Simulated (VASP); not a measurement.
Wanted: the native input for a VASP 6.6.1 run.

- Task: single point
- Functional: PBE
- Potentials or basis: VASP PAW PBE potentials, release 64 (Rb_sv)
- Cutoff: 520 eV
- k mesh: 12 × 12 × 12
- Occupations: gaussian, width 0.15 eV
- Spin: no spin polarisation
- Dipole correction: no
- Further INCAR settings: ALGO = Fast; EDIFF = 1e-06; NBANDS = 10

The structure of Rb lies in POSCAR:

```
Rb
1.0
   -2.8060000000      2.8060000000      2.7639100000
    2.8060000000     -2.8060000000      2.7639100000
    2.8060000000      2.8060000000     -2.7639100000
Rb
1
Direct
    0.0000000000      0.0000000000      0.0000000000
```

This cell differs from its parent crystal: strain +0.000 along x and y, -0.015 along z.

The input as run:

INCAR

```
  PREC = Accurate
  ENCUT = 520
  EDIFF = 1E-6
  ISMEAR = 0
  SIGMA = 0.15
  LREAL = F
  LASPH = T
  NELM = 80
  ALGO = Fast
  ISIF = 2
  LWAVE = F
  LCHARG = F
  GGA = PE
  NBANDS = 10
```

KPOINTS

```
regular mesh
0
Gamma
  12 12 12
```

Potentials or basis: VASP PAW PBE potentials, release 64 (Rb_sv).

Command:

```console
$ cat potpaw_PBE.64/Rb_sv/POTCAR > POTCAR
$ mpirun -np 1 vasp_std > vasp.out
```

It gave:

```
Pressure : 0.1 GPa
```

Caveat: the cell differs from its parent crystal (strain +0.000 along x and y, -0.015 along z).

It took 42 s on 1 thread of Intel(R) Xeon(R) 6975P-C (Granite Rapids), with other jobs on the host, peak memory 0.28 GiB.
